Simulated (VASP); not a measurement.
A run of VASP 6.6.1:

INCAR

```
PREC = Accurate ; ENCUT = 520
EDIFF = 1E-6 ; ISMEAR = -1
SIGMA = 0.05 ; LREAL = F
LASPH = T ; NELM = 100
ALGO = Normal ; ISIF = 2
LWAVE = F ; LCHARG = F
GGA = PS ; NBANDS = 7
```

KPOINTS

```
Automatic mesh
0
Gamma
  16 16 16
```

The input POSCAR:

```
Mg
1.0
   -1.4765000000      1.4765000000      1.5060300000
    1.4765000000     -1.4765000000      1.5060300000
    1.4765000000      1.4765000000     -1.5060300000
Mg
1
Direct
    0.0000000000      0.0000000000      0.0000000000
```

Potentials or basis: VASP PAW PBE potentials, release 64 (Mg).

The run is started by

```console
$ cat potpaw_PBE.64/Mg/POTCAR > POTCAR
$ mpirun -np 1 vasp_std > vasp.out
```

Hardware: 1 thread of AMD EPYC 7R13 (shared host).

Q: How long does it take, and how much memory?

A: It took 47 s on 1 thread of AMD EPYC 7R13, with other jobs on the host, peak memory 0.12 GiB. Counts: scf iterations 10, k points 349.
